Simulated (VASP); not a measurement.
# TiO2 (P3_121) in VASP: notebook

TiO2 is run at these levels: PBEsol+U, LDA+U, PBE, r2SCAN+D3(BJ), r2SCAN; tasks: single point, relaxation of cell and atoms, relaxation of the atoms.

Everything below comes from runs of VASP 6.6.1. Logs are shortened: lines on timing, memory, paths and dates and some standing lists are left out, and cuts for length are marked.

**1. The cell of the first run**

It takes space group P3_121 (No. 152, trigonal). Conventional cell: a = 5.717 Å, b = 5.717 Å, c = 6.273 Å, α = 90.00°, β = 90.00°, γ = 120.00°. Ti (site symmetry 2) has 4 O at 1.81 Å within 2.4 Å. Within 2.4 Å of O (site symmetry 1) lie 2 Ti at 1.81 Å.

**2. Single point, PBEsol+U**

INCAR reads:

```
  PREC = Accurate
  ENCUT = 600
  EDIFF = 1E-6
  ISMEAR = -1
  SIGMA = 0.05
  LREAL = F
  LASPH = T
  NELM = 200
  ALGO = Normal
  ISIF = 2
  LWAVE = F
  LCHARG = T
  LMAXMIX = 4
  LDAU = T
  LDAUTYPE = 2
  LDAUL = 2 -1
  LDAUU = 3 0
  LDAUJ = 0 0
  LDAUPRINT = 1
  GGA = PS
  LELF = T
  LVHAR = T
  NBANDS = 46
  GGA_COMPAT = F
```

KPOINTS reads:

```
Automatic mesh
0
Gamma
  6 6 5
```

POSCAR reads:

```
TiO2
1.0
    5.7173027434      0.0000000000      0.0000000000
   -2.8586513717      4.9513294169      0.0000000000
    0.0000000000      0.0000000000      6.2726891933
Ti O
3 6
Direct
    0.4896480375      0.0000000000      0.3333333333
    0.0000000000      0.4896480375      0.6666666667
    0.5103519625      0.5103519625      0.0000000000
    0.5742852363      0.8062398753      0.1522008242
    0.7680453610      0.1937601247      0.5144658425
    0.2319546390      0.4257147637      0.8188674909
    0.8062398753      0.5742852363      0.8477991758
    0.1937601247      0.7680453610      0.4855341575
    0.4257147637      0.2319546390      0.1811325091
```

Potentials or basis: VASP PAW PBE potentials, release 64 (Ti_sv, O).

Launch:

```sh
> cat potpaw_PBE.64/Ti_sv/POTCAR potpaw_PBE.64/O/POTCAR > POTCAR
> mpirun -np 1 vasp_std > vasp.out
```

OUTCAR:

```text
PREC = Accurate
   ENCUT = 600
   EDIFF = 1E-6
   ISMEAR = -1
   LREAL = F
   LASPH = T
   NELM = 200
   ISIF = 2
   GGA = PS

 ion  position               nearest neighbor table
   1  0.490  0.000  0.333-   4 1.81   5 1.81   9 1.81   8 1.81
   2  0.000  0.490  0.667-   7 1.81   8 1.81   5 1.81   6 1.81
   3  0.510  0.510  0.000-   9 1.81   6 1.81   4 1.81   7 1.81
   4  0.574  0.806  0.152-   1 1.81   3 1.81
   5  0.768  0.194  0.514-   1 1.81   2 1.81
   6  0.232  0.426  0.819-   3 1.81   2 1.81
   7  0.806  0.574  0.848-   2 1.81   3 1.81
   8  0.194  0.768  0.486-   2 1.81   1 1.81
   9  0.426  0.232  0.181-   3 1.81   1 1.81

  LATTYP: Found a hexagonal cell.
 ALAT       =     5.7173027434
 C/A-ratio  =     1.0971413400

  Lattice vectors:

 A1 = (   5.7173027434,   0.0000000000,   0.0000000000)
 A2 = (  -2.8586513717,   4.9513294169,   0.0000000000)
 A3 = (   0.0000000000,   0.0000000000,   6.2726891933)

Analysis of symmetry for initial positions (statically):
=====================================================================
 Subroutine PRICEL returns:
 Original cell was already a primitive cell.

 Routine SETGRP: Setting up the symmetry group for a
 hexagonal supercell.

 Subroutine GETGRP returns: Found  6 space group operations
 (whereof  2 operations were pure point group operations)
 out of a pool of 24 trial point group operations.

The static configuration has the point symmetry C_2 .
 The point group associated with its full space group is D_3 .

Analysis of symmetry for dynamics (positions and initial velocities):
=====================================================================
 Subroutine PRICEL returns:
 Original cell was already a primitive cell.

 Routine SETGRP: Setting up the symmetry group for a
 hexagonal supercell.

 Subroutine GETGRP returns: Found  6 space group operations
 (whereof  2 operations were pure point group operations)
 out of a pool of 24 trial point group operations.

The dynamic configuration has the point symmetry C_2 .
 The point group associated with its full space group is D_3 .

 Subroutine INISYM returns: Found  6 space group operations
 (whereof  2 operations are pure point group operations),
 and found     1 'primitive' translations

----------------------------------------------------------------------------------------

                                     Primitive cell

  volume of cell :     177.5688

  direct lattice vectors                    reciprocal lattice vectors
     5.717302743  0.000000000  0.000000000     0.174907652  0.100982980  0.000000000
    -2.858651372  4.951329417  0.000000000     0.000000000  0.201965960  0.000000000
     0.000000000  0.000000000  6.272689193     0.000000000  0.000000000  0.159421258

  length of vectors
     5.717302743  5.717302743  6.272689193     0.201965960  0.201965960  0.159421258

  position of ions in fractional coordinates (direct lattice)
     0.489648037  0.000000000  0.333333333
     0.000000000  0.489648037  0.666666667
     0.510351963  0.510351963  0.000000000
     0.574285236  0.806239875  0.152200824
     0.768045361  0.193760125  0.514465843
     0.231954639  0.425714764  0.818867491
     0.806239875  0.574285236  0.847799176
     0.193760125  0.768045361  0.485534157
     0.425714764  0.231954639  0.181132509

  ion indices of the primitive-cell ions
   primitive index   ion index
                 1           1
                 2           2
                 3           3
                 4           4
[... 38 lines left out ...]
  0.166667  0.166667  0.000000      6.000000
  0.333333  0.166667  0.000000     12.000000
[... 16 lines left out ...]
  0.500000 -0.000000  0.400000      6.000000
  0.166667  0.166667  0.400000     12.000000
 [... further k-points ...]
   k-points           NKPTS =     27   k-points in BZ     NKDIM =     27   number of bands    NBANDS=     46
   number of dos      NEDOS =    301   number of ions     NIONS =      9
   total plane-waves  NPLWV = 115200
   dimension x,y,z NGX =    48 NGY =   48 NGZ =   50
   dimension x,y,z NGXF=    96 NGYF=   96 NGZF=  100
   ions per type =               3   6
   NGX,Y,Z   is equivalent  to a cutoff of  13.96, 13.96, 13.25 a.u.
   NGXF,Y,Z  is equivalent  to a cutoff of  27.91, 27.91, 26.50 a.u.
 SYSTEM =  unknown system
   PREC   = accura    normal or accurate (medium, high low for compatibility)
   ISTART =      0    job   : 0-new  1-cont  2-samecut
   ICHARG =      2    charge: 1-file 2-atom 10-const
   ISPIN  =      1    spin polarized calculation?
   LNONCOLLINEAR =      F non collinear calculations
   LSORBIT =      F    spin-orbit coupling
   LASPH  =      T    aspherical Exc in radial PAW
   ENCUT  =  600.0 eV  44.10 Ry    6.64 a.u.  11.42 11.42 12.53*2*pi/ulx,y,z
   NELM   =    200;   NELMIN=  2; NELMDL= -5     # of ELM steps
   EDIFF  = 0.1E-05   stopping-criterion for ELM
   LREAL  =      F    real-space projection
   EDIFFG = 0.1E-04   stopping-criterion for IOM
   NSW    =      0    number of steps for IOM
   IBRION =     -1    ionic relax: 0-MD 1-quasi-New 2-CG
   NFREE  =      0    steps in history (QN), initial steepest desc. (CG)
   ISIF   =      2    stress and relaxation
   ISYM   =      2    0-nonsym 1-usesym 2-fastsym
   POTIM  = 0.5000    time-step for ionic-motion
   TEBEG  =    0.0;   TEEND  =   0.0 temperature during run
   PSTRESS=    0.0 pullay stress
   NELECT =      72.0000    total number of electrons
   NUPDOWN=      -1.0000    fix difference up-down
   EMIN   =  10.00;   EMAX   =-10.00  energy-range for DOS
   EFERMI =   0.00;   METHOD = LEGACY
   ISMEAR =    -1;   SIGMA  =   0.05  broadening in eV -4-tet -1-fermi 0-gaus
   EFERMI_NEDOS =   21; number of points for ismear=-14 and -15
   IALGO  =     38    algorithm
   IMIX   =      4    mixing-type and parameters
     AMIX     =   0.40;   BMIX     =  1.00
     AMIX_MAG =   1.60;   BMIX_MAG =  1.00
  volume/ion in A,a.u.               =      19.73       133.14
  Fermi-wavevector in a.u.,A,eV,Ry     =   1.211705  2.289790 19.976453  1.468228
  Thomas-Fermi vector in A             =   2.347212
   LORBIT       =      0    0 simple, 1 ext, 2 COOP (PROOUT), +10 PAW based schemes
 LDA+U is selected, type is set to LDAUTYPE =  2
   angular momentum for each species LDAUL =     2   -1
   U (eV)           for each species LDAUU =   3.0  0.0
   J (eV)           for each species LDAUJ =   0.0  0.0
   GGA     = PS    functional components
   LHFCALC =     F    Hartree Fock is set to
   AEXX    =    0.0000 exact exchange contribution
   IVDW    =     0    specifies the selected vdW correction
   LEPSILON=     F    determine dielectric tensor
   LRPA    =     F    only Hartree local field effects (RPA)
 non-spin polarized calculation
  energy-cutoff  :      600.00
  volume of cell :      177.57
 maximum number of plane-waves:      5953
 NGX is ok and might be reduce to    48
   NGX = 23   NGY = 23   NGZ = 25

atom =   1  type =  1  l = 2

 onsite density matrix

spin component  1
[... 83 lines left out ...]
  o =  0.1272  v =  0.7772  0.0123 -0.4404 -0.0213 -0.4487  0.0000  0.0000  0.0000  0.0000  0.0000      0.0000  0.0000  0.0000  0.0000  0.0000  0.0000  0.0000  0.0000  0.0000  0.0000
  o =  0.1272  v =  0.0000  0.0000  0.0000  0.0000  0.0000  0.7772  0.0123 -0.4404 -0.0213 -0.4487      0.0000  0.0000  0.0000  0.0000  0.0000  0.0000  0.0000  0.0000  0.0000  0.0000
  o =  0.1303  v = -0.3740 -0.0773 -0.8886  0.1339  0.2159  0.0000  0.0000  0.0000  0.0000  0.0000      0.0000  0.0000  0.0000  0.0000  0.0000  0.0000  0.0000  0.0000  0.0000  0.0000
  o =  0.1303  v =  0.0000  0.0000  0.0000  0.0000  0.0000 -0.3740 -0.0773 -0.8886  0.1339  0.2159      0.0000  0.0000  0.0000  0.0000  0.0000  0.0000  0.0000  0.0000  0.0000  0.0000
  o =  0.2213  v = -0.1140  0.8432 -0.0000  0.4868 -0.1975  0.0000  0.0000  0.0000  0.0000  0.0000      0.0000  0.0000  0.0000  0.0000  0.0000  0.0000  0.0000  0.0000  0.0000  0.0000
  o =  0.2213  v =  0.0000  0.0000  0.0000  0.0000  0.0000 -0.1140  0.8432 -0.0000  0.4868 -0.1975      0.0000  0.0000  0.0000  0.0000  0.0000  0.0000  0.0000  0.0000  0.0000  0.0000
  o =  0.2285  v =  0.0000  0.0000  0.0000  0.0000  0.0000 -0.4868 -0.1975  0.0000 -0.1140 -0.8432      0.0000  0.0000  0.0000  0.0000  0.0000  0.0000  0.0000  0.0000  0.0000  0.0000
  o =  0.2285  v = -0.4868 -0.1975  0.0000 -0.1140 -0.8432  0.0000  0.0000  0.0000  0.0000  0.0000      0.0000  0.0000  0.0000  0.0000  0.0000  0.0000  0.0000  0.0000  0.0000  0.0000
  o =  0.2397  v =  0.0000  0.0000  0.0000  0.0000  0.0000 -0.0779  0.4938 -0.1281 -0.8554  0.0450      0.0000  0.0000  0.0000  0.0000  0.0000  0.0000  0.0000  0.0000  0.0000  0.0000
  o =  0.2397  v = -0.0779  0.4938 -0.1281 -0.8554  0.0450  0.0000  0.0000  0.0000  0.0000  0.0000      0.0000  0.0000  0.0000  0.0000  0.0000  0.0000  0.0000  0.0000  0.0000  0.0000

 number of electron      72.0000006 magnetization

 Free energy of the ion-electron system (eV)
  ---------------------------------------------------
  ext. energy  EPLUGINS =         0.00000000
  ---------------------------------------------------
  free energy    TOTEN  =       -76.23880496 eV

  energy without entropy =      -76.23880496  energy(sigma->0) =      -76.23880496

 E-fermi :  -0.0930     XC(G=0):  -7.7432

 val. band max:       -1.4095713650   @ k =   0.0000   0.0000   0.4000
 cond. band min:       2.3945373996   @ k =   0.0000   0.0000   0.0000
 fundamental gap:      3.8041087646
 Fermi energy:        -0.0929996863

 k-point     1 :       0.0000    0.0000    0.0000
  band No.  band energies     occupation
      1     -57.2186      2.00000
      2     -57.2095      2.00000
      3     -57.2095      2.00000
      4     -33.7202      2.00000
      5     -33.6998      2.00000
      6     -33.6998      2.00000
[... 1165 lines left out ...]
     45       4.7302      0.00000
     46       4.9442      0.00000

 [... further k-points ...]
[... 5 lines left out ...]
  --------------------------------------------------------------------------------------
  -------------------------------------------------------------------------------------
  Total        2.9537324      2.9537324      2.9771964     -0.0000000      0.0000000      0.0000000
  in kB       26.6510881     26.6510881     26.8628005     -0.0000000      0.0000000      0.0000000
  external PRESSURE =      26.7216589 kB  Pullay stress =       0.0000000 kB

 VOLUME and BASIS-vectors are now :
 -----------------------------------------------------------------------------
  energy-cutoff  :      600.00
  volume of cell :      177.57
      direct lattice vectors                 reciprocal lattice vectors
     5.717302743  0.000000000  0.000000000     0.174907652  0.100982980  0.000000000
    -2.858651372  4.951329417  0.000000000     0.000000000  0.201965960  0.000000000
     0.000000000  0.000000000  6.272689193     0.000000000  0.000000000  0.159421258

 POSITION                                       TOTAL-FORCE (eV/Angst)
 -----------------------------------------------------------------------------------
      2.79947      0.00000      2.09090        -0.002698      0.000000     -0.000000
     -1.39973      2.42441      4.18179         0.001349     -0.002336      0.000000
      1.45892      2.52692      0.00000         0.001349      0.002336      0.000000
      0.97860      3.99196      0.95471         0.135558      0.120410     -0.040520
      3.83726      0.95937      3.22708         0.135558     -0.120410      0.040520
      0.10918      2.10785      5.13650         0.036499     -0.177602     -0.040520
      2.96784      2.84348      5.31798         0.036499      0.177602      0.040520
     -1.08779      3.80285      3.04560        -0.172057      0.057192     -0.040520
      1.77086      1.14848      1.13619        -0.172057     -0.057192      0.040520
 -----------------------------------------------------------------------------------
    total drift:                                0.000015      0.000024      0.000000

  FREE ENERGIE OF THE ION-ELECTRON SYSTEM (eV)
  ---------------------------------------------------
  free  energy   TOTEN  =       -76.2388049561 eV

  energy  without entropy=      -76.2388049561  energy(sigma->0) =      -76.23880496
```

It took 7.5 min on 1 thread of Intel Xeon Platinum 8259CL at 2.50GHz (Skylake/Cascade Lake), shared host; peak memory 0.43 GiB.

What came out:

```yaml
Free_energy: -76.2388 eV
Pressure: 2.7 GPa
Largest_force: 0.186 eV/Å
Band_gap_on_the_k_mesh: 3.80 eV (least direct gap 3.89 eV)
```

Forces on the atoms (eV/Å):
```
Ti  -0.003  0.000  0.000
Ti   0.001 -0.002  0.000
Ti   0.001  0.002  0.000
O    0.136  0.120 -0.041
O    0.136 -0.120  0.041
O    0.036 -0.178 -0.041
O    0.036  0.178  0.041
O   -0.172  0.057 -0.041
O   -0.172 -0.057  0.041
```

Eigenvalues of the final occupation matrices:
| site | spin | trace | eigenvalues |
| --- | --- | --- | --- |
| site 1 d | 1 | 0.95 | 0.13 0.13 0.22 0.23 0.24 |
| site 1 d | 2 | 0.95 | 0.13 0.13 0.22 0.23 0.24 |
| site 2 d | 1 | 0.95 | 0.13 0.13 0.22 0.23 0.24 |
| site 2 d | 2 | 0.95 | 0.13 0.13 0.22 0.23 0.24 |
| site 3 d | 1 | 0.95 | 0.13 0.13 0.22 0.23 0.24 |
| site 3 d | 2 | 0.95 | 0.13 0.13 0.22 0.23 0.24 |

Caveat: the PAW data sets were made with another functional, which shifts forces and pressure a little. A k mesh can miss the band edges.

(Part 1 of 3 ends here.)
